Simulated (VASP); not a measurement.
Y, 1 atom in the cell. Symmetry: Pm-3m, No. 221, cubic system. The conventional cell has a = 3.291 Å, b = 3.291 Å, c = 3.291 Å, α = 90.00°, β = 90.00°, γ = 90.00°. Within 4.3 Å of Y (site symmetry m-3m) lie 6 Y at 3.29 Å. This isn't the form of Y at room conditions, which is hcp.

```yaml
Program: VASP 6.6.1
Task: single point
Functional: r2SCAN
Potentials_or_basis: VASP PAW PBE potentials, release 64 (Y_sv)
Cutoff: 520 eV
k_mesh: 16 × 16 × 16
Occupations: fermi-dirac, width 0.05 eV
Spin: collinear spin
Starting_moments: "[0.58] μB"
Dipole_correction: no
Further_INCAR_settings: ALGO = Normal; EDIFF = 1e-07; NBANDS = 16
```

Potentials or basis: VASP PAW PBE potentials, release 64 (Y_sv).

Command:

```console
$ cat potpaw_PBE.64/Y_sv/POTCAR > POTCAR
$ cp INCAR.step1 INCAR
$ mpirun -np 1 vasp_std > vasp.out
$ cp INCAR.step2 INCAR
$ mpirun -np 1 vasp_std > vasp.out
```

Hardware: 1 thread of AMD EPYC 9R45 96-Core Processor (Zen 5), with other jobs on the host.

Problem. Estimate the wall time of this run.

Solution. It took 4.7 min on 1 thread of AMD EPYC 9R45 96-Core Processor (Zen 5) (shared host), peak memory 0.24 GiB. Counts: k points 165.
